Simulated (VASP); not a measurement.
A run of VASP 6.6.1 is set up as follows.

INCAR

```
SYSTEM = Hf
PREC     = Accurate       ! precision mode
ENCUT    = 520            ! plane-wave cutoff, eV
EDIFF    = 1E-6           ! SCF threshold, eV
ISMEAR   = -1             ! smearing method
SIGMA    = 0.05           ! smearing width, eV
LREAL    = .False.        ! projectors in reciprocal space
LASPH    = .True.         ! aspherical terms in the spheres
NELM     = 80             ! most SCF steps
ALGO     = Normal         ! electronic algorithm
ISIF     = 2              ! what is computed and relaxed
LWAVE    = .False.        ! write WAVECAR
LCHARG   = .False.        ! write CHGCAR
GGA      = PE             ! functional
NBANDS   = 17             ! bands
```

File KPOINTS:

```
Automatic mesh
0
Gamma
  13 13 7
  0 0 0
```

The input POSCAR:

```
Hf
1.0
    3.1966985242      0.0000000000      0.0000000000
   -1.5983492621      2.7684221302      0.0000000000
    0.0000000000      0.0000000000      5.0578000000
Hf
2
Direct
    0.3333333333      0.6666666667      0.2500000000
    0.6666666667      0.3333333333      0.7500000000
```

Potentials or basis: VASP PAW PBE potentials, release 64 (Hf_pv).

The run is started by

```console
$ cat potpaw_PBE.64/Hf_pv/POTCAR > POTCAR
$ mpirun -np 1 vasp_std > vasp.out
```

**Question.** What does it give for the band gap on the k mesh?

**Answer.** Zero (bands 10 and 11 overlap by 1.58 eV).

**Question.** What does it give for the pressure?

**Answer.** 0.3 GPa.

Stress tensor (GPa, compression positive):
```
0.42 0.00 0.00
0.00 0.42 0.00
0.00 0.00 0.20
```

Caveat: spin-orbit coupling is left out, which moves the levels of the heavy elements.
